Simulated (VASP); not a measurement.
# ZrB2 (P6/mmm) in VASP: notebook

ZrB2 is run at these levels: PBE+D3(BJ), PBEsol+D4; tasks: single point.

All numbers are computed with VASP 6.6.1; they aren't measurements. Logs are shortened: lines on timing, memory, paths and dates and some standing lists are left out, and cuts for length are marked.

### Step 1. The cell of the first run

Symmetry: P6/mmm, No. 191, hexagonal system. Conventional cell: a = 3.170 Å, b = 3.170 Å, c = 3.533 Å, α = 90.00°, β = 90.00°, γ = 120.00°. Within 3.4 Å of Zr (site symmetry 6/mmm) lie 12 B at 2.54 Å and 6 Zr at 3.17 Å. Within 2.4 Å of B (site symmetry -6m2) lie 3 B at 1.83 Å.

### Step 2. Single point, PBE+D3(BJ)

The input, INCAR:

```
SYSTEM = ZrB2
PREC = Accurate ; ENCUT = 520
EDIFF = 1E-6 ; ISMEAR = -1
SIGMA = 0.05 ; LREAL = .False.
LASPH = .True. ; NELM = 100
ALGO = Normal ; ISIF = 2
LWAVE = .False. ; LCHARG = .True.
GGA = PE ; IVDW = 12
LELF = .True. ; LVHAR = .True.
NBANDS = 16
```

The input, KPOINTS:

```
Automatic mesh
0
Gamma
  10 10 8
  0 0 0
```

The input, POSCAR:

```
ZrB2
1.0
    3.1700000000      0.0000000000      0.0000000000
   -1.5850000000      2.7453005300      0.0000000000
    0.0000000000      0.0000000000      3.5330000000
Zr B
1 2
Direct
    0.0000000000      0.0000000000      0.0000000000
    0.6666666667      0.3333333333      0.5000000000
    0.3333333333      0.6666666667      0.5000000000
```

Potentials or basis: VASP PAW PBE potentials, release 64 (Zr_sv, B).

Run with:

```bash
cat potpaw_PBE.64/Zr_sv/POTCAR potpaw_PBE.64/B/POTCAR > POTCAR
mpirun -np 1 vasp_std > vasp.out
```

OUTCAR:

```text
SYSTEM = ZrB2
   PREC = Accurate
   ENCUT = 520
   EDIFF = 1E-6
   ISMEAR = -1
   LREAL = .False.
   LASPH = .True.
   NELM = 100
   ISIF = 2
   GGA = PE
   IVDW = 12
 IVDW          = 12

 ion  position               nearest neighbor table
   1  0.000  0.000  0.000-   2 2.54   3 2.54   2 2.54   3 2.54   2 2.54   2 2.54   3 2.54   3 2.54
                             2 2.54   2 2.54   3 2.54   3 2.54
   2  0.667  0.333  0.500-   3 1.83   3 1.83   3 1.83   1 2.54   1 2.54   1 2.54   1 2.54   1 2.54
                             1 2.54
   3  0.333  0.667  0.500-   2 1.83   2 1.83   2 1.83   1 2.54   1 2.54   1 2.54   1 2.54   1 2.54
                             1 2.54

  LATTYP: Found a hexagonal cell.
 ALAT       =     3.1700000000
 C/A-ratio  =     1.1145110410

  Lattice vectors:

 A1 = (   3.1700000000,   0.0000000000,   0.0000000000)
 A2 = (  -1.5850000000,   2.7453005300,   0.0000000000)
 A3 = (   0.0000000000,   0.0000000000,   3.5330000000)

Analysis of symmetry for initial positions (statically):
=====================================================================
 Subroutine PRICEL returns:
 Original cell was already a primitive cell.

 Routine SETGRP: Setting up the symmetry group for a
 hexagonal supercell.

 Subroutine GETGRP returns: Found 24 space group operations
 (whereof 24 operations were pure point group operations)
 out of a pool of 24 trial point group operations.

The static configuration has the point symmetry D_6h.

Analysis of symmetry for dynamics (positions and initial velocities):
=====================================================================
 Subroutine PRICEL returns:
 Original cell was already a primitive cell.

 Routine SETGRP: Setting up the symmetry group for a
 hexagonal supercell.

 Subroutine GETGRP returns: Found 24 space group operations
 (whereof 24 operations were pure point group operations)
 out of a pool of 24 trial point group operations.

The dynamic configuration has the point symmetry D_6h.

 Subroutine INISYM returns: Found 24 space group operations
 (whereof 24 operations are pure point group operations),
 and found     1 'primitive' translations

----------------------------------------------------------------------------------------

                                     Primitive cell

  volume of cell :      30.7463

  direct lattice vectors                    reciprocal lattice vectors
     3.170000000  0.000000000  0.000000000     0.315457413  0.182129422  0.000000000
    -1.585000000  2.745300530  0.000000000     0.000000000  0.364258845  0.000000000
     0.000000000  0.000000000  3.533000000     0.000000000  0.000000000  0.283045570

  length of vectors
     3.170000000  3.170000000  3.533000000     0.364258845  0.364258845  0.283045570

  position of ions in fractional coordinates (direct lattice)
     0.000000000  0.000000000  0.000000000
     0.666666667  0.333333333  0.500000000
     0.333333333  0.666666667  0.500000000

  ion indices of the primitive-cell ions
   primitive index   ion index
                 1           1
                 2           2
                 3           3

----------------------------------------------------------------------------------------

 KPOINTS: Automatic mesh

Automatic generation of k-mesh.
 Grid dimensions read from file:
 generate k-points for:   10   10    8

 Generating k-lattice:

  Cartesian coordinates                     Fractional coordinates (reciprocal lattice)
     0.031545741  0.018212942  0.000000000     0.100000000  0.000000000  0.000000000
     0.000000000  0.036425884  0.000000000     0.000000000  0.100000000  0.000000000
     0.000000000  0.000000000  0.035380696     0.000000000  0.000000000  0.125000000

  Length of vectors
     0.036425884  0.036425884  0.035380696

  Shift w.r.t. Gamma in fractional coordinates (k-lattice)
     0.000000000  0.000000000  0.000000000

 Subroutine IBZKPT returns following result:
 ===========================================

 Found     70 irreducible k-points:

 Following reciprocal coordinates:
            Coordinates               Weight
  0.000000  0.000000  0.000000      1.000000
  0.100000 -0.000000  0.000000      6.000000
  0.200000 -0.000000  0.000000      6.000000
  0.300000  0.000000  0.000000      6.000000
  0.400000  0.000000  0.000000      6.000000
  0.500000  0.000000  0.000000      3.000000
[... 16 lines left out ...]
  0.300000  0.100000  0.125000     24.000000
  0.400000  0.100000  0.125000     24.000000
 [... further k-points ...]
   k-points           NKPTS =     70   k-points in BZ     NKDIM =     70   number of bands    NBANDS=     16
   number of dos      NEDOS =    301   number of ions     NIONS =      3
   total plane-waves  NPLWV =  16128
   dimension x,y,z NGX =    24 NGY =   24 NGZ =   28
   dimension x,y,z NGXF=    48 NGYF=   48 NGZF=   56
   ions per type =               1   2
   NGX,Y,Z   is equivalent  to a cutoff of  12.59, 12.59, 13.18 a.u.
   NGXF,Y,Z  is equivalent  to a cutoff of  25.17, 25.17, 26.35 a.u.
 SYSTEM =  ZrB2
   PREC   = accura    normal or accurate (medium, high low for compatibility)
   ISTART =      0    job   : 0-new  1-cont  2-samecut
   ICHARG =      2    charge: 1-file 2-atom 10-const
   ISPIN  =      1    spin polarized calculation?
   LNONCOLLINEAR =      F non collinear calculations
   LSORBIT =      F    spin-orbit coupling
   LASPH  =      T    aspherical Exc in radial PAW
   ENCUT  =  520.0 eV  38.22 Ry    6.18 a.u.   5.89  5.89  6.57*2*pi/ulx,y,z
   NELM   =    100;   NELMIN=  2; NELMDL= -5     # of ELM steps
   EDIFF  = 0.1E-05   stopping-criterion for ELM
   LREAL  =      F    real-space projection
   EDIFFG = 0.1E-04   stopping-criterion for IOM
   NSW    =      0    number of steps for IOM
   IBRION =     -1    ionic relax: 0-MD 1-quasi-New 2-CG
   NFREE  =      0    steps in history (QN), initial steepest desc. (CG)
   ISIF   =      2    stress and relaxation
   ISYM   =      2    0-nonsym 1-usesym 2-fastsym
   POTIM  = 0.5000    time-step for ionic-motion
   TEBEG  =    0.0;   TEEND  =   0.0 temperature during run
   PSTRESS=    0.0 pullay stress
   NELECT =      18.0000    total number of electrons
   NUPDOWN=      -1.0000    fix difference up-down
   EMIN   =  10.00;   EMAX   =-10.00  energy-range for DOS
   EFERMI =   0.00;   METHOD = LEGACY
   ISMEAR =    -1;   SIGMA  =   0.05  broadening in eV -4-tet -1-fermi 0-gaus
   EFERMI_NEDOS =   21; number of points for ismear=-14 and -15
   IALGO  =     38    algorithm
   IMIX   =      4    mixing-type and parameters
     AMIX     =   0.40;   BMIX     =  1.00
     AMIX_MAG =   1.60;   BMIX_MAG =  1.00
  volume/ion in A,a.u.               =      10.25        69.16
  Fermi-wavevector in a.u.,A,eV,Ry     =   1.369519  2.588016 25.518847  1.875582
  Thomas-Fermi vector in A             =   2.495387
   LORBIT       =      0    0 simple, 1 ext, 2 COOP (PROOUT), +10 PAW based schemes
   GGA     = PE    functional components
   LHFCALC =     F    Hartree Fock is set to
   AEXX    =    0.0000 exact exchange contribution
   IVDW    =    12    specifies the selected vdW correction
   LEPSILON=     F    determine dielectric tensor
   LRPA    =     F    only Hartree local field effects (RPA)
 non-spin polarized calculation
  energy-cutoff  :      520.00
  volume of cell :       30.75
 maximum number of plane-waves:       844
 NGX is ok and might be reduce to    24
   NGX = 11   NGY = 11   NGZ = 13

 number of electron      18.0000000 magnetization

 Free energy of the ion-electron system (eV)
  ---------------------------------------------------
  ext. energy  EPLUGINS =         0.00000000
  ---------------------------------------------------
  free energy    TOTEN  =       -24.97582199 eV

  energy without entropy =      -24.97298770  energy(sigma->0) =      -24.97440484

 E-fermi :  10.4386     XC(G=0): -12.4435

 val. band max:       10.4031806085   @ k =   0.2000   0.2000   0.1250
 cond. band min:      10.5987819745   @ k =   0.1000  -0.0000   0.5000
 fundamental gap:      0.1956013660
 Fermi energy:        10.4386435409

 k-point     1 :       0.0000    0.0000    0.0000
  band No.  band energies     occupation
      1     -38.1093      2.00000
      2     -16.2911      2.00000
      3     -15.7450      2.00000
      4     -15.7450      2.00000
      5      -2.2017      2.00000
      6       7.8957      2.00000
[... 8 lines left out ...]
     15      15.6745      0.00000
     16      15.6745      0.00000

 k-point     2 :       0.1000   -0.0000    0.0000
  band No.  band energies     occupation
      1     -38.0983      2.00000
      2     -16.2747      2.00000
      3     -15.8409      2.00000
      4     -15.7658      2.00000
      5      -2.0023      2.00000
      6       7.3254      2.00000
[... 8 lines left out ...]
     15      16.3354      0.00000
     16      16.8603      0.00000

 k-point     3 :       0.2000   -0.0000    0.0000
  band No.  band energies     occupation
      1     -38.0694      2.00000
      2     -16.2316      2.00000
      3     -16.0849      2.00000
      4     -15.8198      2.00000
      5      -1.4357      2.00000
      6       6.0655      2.00000
[... 8 lines left out ...]
     15      17.2969      0.00000
     16      18.1354      0.00000

 k-point     4 :       0.3000    0.0000    0.0000
  band No.  band energies     occupation
      1     -38.0335      2.00000
      2     -16.3733      2.00000
      3     -16.1778      2.00000
      4     -15.8857      2.00000
      5      -0.5730      2.00000
      6       4.6243      2.00000
[... 8 lines left out ...]
     15      18.2920      0.00000
     16      20.4211      0.00000

 k-point     5 :       0.4000    0.0000    0.0000
  band No.  band energies     occupation
      1     -38.0042      2.00000
      2     -16.5974      2.00000
      3     -16.1338      2.00000
      4     -15.9383      2.00000
      5       0.5103      2.00000
      6       3.1883      2.00000
[... 8 lines left out ...]
     15      19.5305      0.00000
     16      19.7487      0.00000

 k-point     6 :       0.5000    0.0000    0.0000
  band No.  band energies     occupation
      1     -37.9929      2.00000
      2     -16.6810      2.00000
      3     -16.1169      2.00000
      4     -15.9582      2.00000
      5       1.5667      2.00000
      6       2.0144      2.00000
[... 8 lines left out ...]
     15      18.2276      0.00000
     16      20.5049      0.00000
[... 267 lines left out ...]
 k-point    21 :       0.1000    0.1000    0.1250
  band No.  band energies     occupation
      1     -38.0756      2.00000
      2     -16.2977      2.00000
      3     -15.9976      2.00000
      4     -15.8062      2.00000
      5      -1.4248      2.00000
      6       6.5808      2.00000
[... 8 lines left out ...]
     15      17.0724      0.00000
     16      17.4484      0.00000

 k-point    22 :       0.2000    0.1000    0.1250
  band No.  band energies     occupation
      1     -38.0433      2.00000
      2     -16.2579      2.00000
      3     -16.2329      2.00000
      4     -15.8830      2.00000
      5      -0.7538      2.00000
      6       5.2911      2.00000
[... 8 lines left out ...]
     15      17.7648      0.00000
     16      19.1118      0.00000

 k-point    23 :       0.3000    0.1000    0.1250
  band No.  band energies     occupation
      1     -38.0106      2.00000
      2     -16.4825      2.00000
      3     -16.1932      2.00000
      4     -15.9594      2.00000
      5       0.1609      2.00000
      6       3.8823      2.00000
[... 8 lines left out ...]
     15      18.0425      0.00000
     16      20.9179      0.00000

 k-point    24 :       0.4000    0.1000    0.1250
  band No.  band energies     occupation
      1     -37.9903      2.00000
      2     -16.6245      2.00000
      3     -16.1610      2.00000
      4     -16.0061      2.00000
      5       1.2634      2.00000
      6       2.5208      2.00000
[... 8 lines left out ...]
     15      18.8021      0.00000
     16      20.6112      0.00000

 [... further k-points ...]

------------------------ aborting loop because EDIFF is reached ----------------------------------------

 Edisp (eV)   -1.16986

 E8    (eV) :    -0.5165

  FORCE on cell =-STRESS in cart. coord.  units (eV):
  Direction    XX          YY          ZZ          XY          YZ          ZX
  --------------------------------------------------------------------------------------
  -------------------------------------------------------------------------------------
  Total      -1.10770    -1.10770    -0.82972     0.00000     0.00000     0.00000
  in kB     -57.72156   -57.72156   -43.23641     0.00000     0.00000     0.00000
  external pressure =      -52.89 kB  Pullay stress =        0.00 kB

 VOLUME and BASIS-vectors are now :
 -----------------------------------------------------------------------------
  energy-cutoff  :      520.00
  volume of cell :       30.75
      direct lattice vectors                 reciprocal lattice vectors
     3.170000000  0.000000000  0.000000000     0.315457413  0.182129422  0.000000000
    -1.585000000  2.745300530  0.000000000     0.000000000  0.364258845  0.000000000
     0.000000000  0.000000000  3.533000000     0.000000000  0.000000000  0.283045570

 POSITION                                       TOTAL-FORCE (eV/Angst)
 -----------------------------------------------------------------------------------
      0.00000      0.00000      0.00000         0.000000      0.000000      0.000000
      1.58500      0.91510      1.76650        -0.000000      0.000000      0.000000
     -0.00000      1.83020      1.76650         0.000000     -0.000000      0.000000
 -----------------------------------------------------------------------------------
    total drift:                               -0.000000      0.000000      0.000000

  FREE ENERGIE OF THE ION-ELECTRON SYSTEM (eV)
  ---------------------------------------------------
  free  energy   TOTEN  =       -26.1456858540 eV

  energy  without entropy=      -26.1428515581  energy(sigma->0) =      -26.14426871
```

Run time: 47 s. Hardware: 1 thread of Intel Xeon 6975P-C, shared host; peak memory 0.18 GiB.

What came out:

| Item | Value |
| --- | --- |
| Free energy | -26.1457 eV |
| Pressure | -5.3 GPa |
| Band gap on the k mesh | zero (band 9 reaches 11.10 eV, above the bottom of band 10 at 10.29 eV) |
| Dispersion energy per atom | -0.390 eV |

Stress tensor (GPa, compression positive):
```
-5.77  0.00  0.00
 0.00 -5.77  0.00
 0.00  0.00 -4.32
```

Levels at points of the mesh, in eV from the Fermi level:
```
           k point  band 6  band 7  band 8  band 9  band 10  band 11  band 12  band 13
(0.00, 0.00, 0.00)   -2.54   -2.54   -2.50   -2.26     3.49     3.49     4.26     4.26
(0.50, 0.00, 0.00)   -8.42   -3.81   -2.97   -2.60     2.32     2.39     5.01     5.08
(0.00, 0.00, 0.50)   -6.88   -0.88   -0.88    0.42     0.42     0.86     0.86     1.92
(0.50, 0.00, 0.50)   -6.91   -4.52   -4.04   -1.92     3.83     4.17     5.38     6.32
```

Caveat: pairwise dispersion overbinds metals, which lowers pressure and volume.

### Step 3. Single point, PBEsol+D4

The input, INCAR:

```
ALGO = Normal
EDIFF = 1E-6
ENCUT = 520
GGA = PS
ISIF = 2
ISMEAR = -1
IVDW = 13
LASPH = True
LCHARG = False
LREAL = False
LWAVE = False
NBANDS = 16
NELM = 100
PREC = Accurate
SIGMA = 0.05
```

The input, KPOINTS:

```
k-points
0
Gamma
  10 10 8
```

POSCAR is that of step 2.

Potentials or basis: VASP PAW PBE potentials, release 64 (Zr_sv, B).

Run with:

```bash
cat potpaw_PBE.64/Zr_sv/POTCAR potpaw_PBE.64/B/POTCAR > POTCAR
mpirun -np 1 vasp_std > vasp.out
```

Run time: 44 s. Hardware: 1 thread of Intel Xeon 6975P-C, shared host; peak memory 0.17 GiB.

It converged, with:

| Property | Result |
| --- | --- |
| Free energy | -26.9371 eV |
| Pressure | -7.0 GPa |
| Band gap on the k mesh | zero (band 9 reaches 10.99 eV, above the bottom of band 10 at 10.18 eV) |
| Dispersion energy per atom | -0.181 eV |

Stress tensor (GPa, compression positive):
```
-6.59  0.00  0.00
 0.00 -6.59  0.00
 0.00  0.00 -7.83
```

Levels at points of the mesh, in eV from the Fermi level:
```tsv
k point	band 6	band 7	band 8	band 9	band 10	band 11	band 12	band 13
(0.00, 0.00, 0.00)	-2.52	-2.52	-2.52	-2.22	3.49	3.49	4.30	4.30
(0.50, 0.00, 0.00)	-8.35	-3.80	-2.93	-2.61	2.36	2.39	5.04	5.12
(0.00, 0.00, 0.50)	-6.87	-0.83	-0.83	0.41	0.41	0.86	0.86	1.92
(0.50, 0.00, 0.50)	-6.85	-4.50	-4.04	-1.88	3.83	4.19	5.42	6.37
```

Caveat: the PAW data sets were made with another functional, which shifts forces and pressure a little; pairwise dispersion overbinds metals, which lowers pressure and volume.

(Continued in part 2 of 2.)
